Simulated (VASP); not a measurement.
The system is Ni.

```
Ni
1.0
     0.00000    1.73757    1.73757
     1.73757    0.00000    1.73757
     1.73757    1.73757    0.00000
Ni
1
Direct
  0.00000 0.00000 0.00000
```

```yaml
Program: VASP 6.6.1
Task: relaxation of cell and atoms
Functional: PBEsol
Dispersion: D3(BJ)
Potentials_or_basis: VASP PAW PBE potentials, release 64 (Ni)
Cutoff: 600 eV
k_mesh: 13 × 13 × 13
Occupations: fermi-dirac, width 0.05 eV
Spin: collinear spin, ferromagnetic start
Starting_moments: "[1.0] μB"
```

At the start: pressure -9.1 GPa; volume 10.49 Å³/atom.

Question: Where does the relaxation end?

Answer: Over 5 steps the energy falls by 12.4 meV/atom and the volume is 10.08 Å³/atom (-3.9 %); space group Fm-3m (No. 225, to 0.1 Å) before and after; moment 0.62 μB per cell.

The path:
| step | energy change (eV) | largest force (eV/Å) | pressure (GPa) | volume (Å³) |
| --- | --- | --- | --- | --- |
| 1 | 0.0000 | 0.0000 | -9.15 | 10.49 |
| 2 | 0.0060 | 0.0000 | 13.27 | 9.61 |
| 3 | -0.0124 | 0.0000 | -0.09 | 10.08 |
| 4 | -0.0124 | 0.0000 | 0.09 | 10.07 |
| 5 | -0.0124 | 0.0000 | -0.05 | 10.08 |

Final structure:
```xyz
1
Lattice="0.0000 1.7144 1.7144 1.7144 0.0000 1.7144 1.7144 1.7144 0.0000" Properties=species:S:1:pos:R:3 pbc="T T T"
Ni    1.7144    1.7144    0.0000
```

Caveat: the PAW data sets were made with another functional, which shifts forces and pressure a little.
